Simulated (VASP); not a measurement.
A run of VASP 6.6.1 is set up as follows.

File INCAR:

```
PREC = Accurate
ENCUT = 520
EDIFF = 1E-7
ISMEAR = -1
SIGMA = 0.1
LREAL = False
LASPH = True
NELM = 80
ALGO = Normal
ISIF = 2
LWAVE = False
LCHARG = True
GGA = RP
LELF = True
LVHAR = True
NBANDS = 36
```

The input KPOINTS:

```
regular mesh
0
Gamma
  11 11 3
```

The input POSCAR:

```
Pb
1.0
    3.7152078885      0.0000000000      0.0000000000
   -1.8576039443      3.2174644118      0.0000000000
    0.0000000000      0.0000000000     12.0029287521
Pb
4
Direct
    1.0000000000      0.0000000000      1.0000000000
    0.0000000000      0.0000000000      0.5000000000
    0.3333333333      0.6666666667      0.2500000000
    0.6666666667      0.3333333333      0.7500000000
```

Potentials or basis: VASP PAW PBE potentials, release 64 (Pb_d).

Command:

```sh
$ cat potpaw_PBE.64/Pb_d/POTCAR > POTCAR
$ mpirun -np 1 vasp_std > vasp.out
```

Question: What does it give for the band gap on the k mesh?

Answer: Zero (bands 28 and 29 overlap by 5.80 eV).

Question: Predict the pressure.

Answer: -2.2 GPa.

Caveat: the PAW data sets were made with another functional, which shifts forces and pressure a little; spin-orbit coupling is left out, which moves the levels of the heavy elements.
